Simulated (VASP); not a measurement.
Here is a VASP 6.6.1 calculation.

INCAR

```
SYSTEM = TaN
ALGO = Normal
EDIFF = 1E-8
ENCUT = 520
GGA = PS
ISIF = 2
ISMEAR = -1
LASPH = .TRUE.
LCHARG = .FALSE.
LEFG = .TRUE.
LREAL = .FALSE.
LWAVE = .FALSE.
NBANDS = 24
NELM = 60
PREC = Accurate
SIGMA = 0.01
```

The input KPOINTS:

```
k-points
0
G
  9 9 5
  0 0 0
```

POSCAR

```
TaN
1.0
    3.0480019786      0.0000000000      0.0000000000
   -1.5240009893      2.6396471442      0.0000000000
    0.0000000000      0.0000000000      4.8196400000
Ta N
2 2
Direct
    0.0000000000      0.0000000000      0.0000000000
    0.0000000000      0.0000000000      0.5000000000
    0.3333333333      0.6666666667      0.2500000000
    0.6666666667      0.3333333333      0.7500000000
```

Potentials or basis: VASP PAW PBE potentials, release 64 (Ta_pv, N).

Run with:

```bash
$ cat potpaw_PBE.64/Ta_pv/POTCAR potpaw_PBE.64/N/POTCAR > POTCAR
$ mpirun -np 1 vasp_std > vasp.out
```

Question: Estimate the pressure.

Answer: 64.0 GPa.

Question: Predict the band gap on the k mesh.

Answer: Zero (band 16 reaches 10.76 eV, above the bottom of band 17 at 7.83 eV).

Stress tensor (GPa, compression positive):
```
 32.34   0.00   0.00
  0.00  32.34   0.00
  0.00   0.00 127.27
```

Caveat: the cell differs from its parent crystal (zz strain of -2 %); without QUAD_EFG the Cq values of the log hold for a quadrupole moment of 1 mb, not for the nuclei; the PAW data sets were made with another functional, which shifts forces and pressure a little; spin-orbit coupling is left out, which moves the levels of the heavy elements.
